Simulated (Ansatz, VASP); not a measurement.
## Ag: VASP beside Ansatz

```
Ag
1.0
    -1.65565    1.67113    1.67113
     1.65565   -1.64017    1.64017
     1.65565    1.64017   -1.64017
Ag
1
Cartesian
  0.0000 0.0000 0.0000
```

Change from the starting cell: strain +0.0187 x Voigt [0, 0, 0, 1, 0, 0], atoms carried along.

Alike in both runs: task single point; functional PBE; k mesh 20 × 20 × 20; occupations gaussian, width 0.15 eV; no spin polarisation.

|  | VASP | Ansatz |
| --- | --- | --- |
| version | VASP 6.6.1 | Ansatz 0.2.0 |
| potentials or method | VASP PAW PBE potentials, release 64 (Ag), cutoff 520 eV | scalar-relativistic, plane waves, PAW |
| valence electrons in the cell | 11 | 19 |

Ansatz gave:

```
gap on the k mesh at the Fermi level (eV)                     : none
pressure (GPa)                                                : -0.7
traceless stress, the component that is largest in VASP (GPa) : -0.72
```

**Question.** Which values does VASP return?

**Answer.** gap on the k mesh at the Fermi level (eV): none; pressure (GPa): -0.7; traceless stress, the component that is largest in VASP (GPa): -0.73.

A gap of «none» marks a metal or a gap that the smearing closes. The functional is the same, so the differences come from potentials, cutoffs and numerics. VASP's potentials hold 11 valence electrons a cell and Ansatz's 19, so a difference there can come from the potentials and not from the codes.
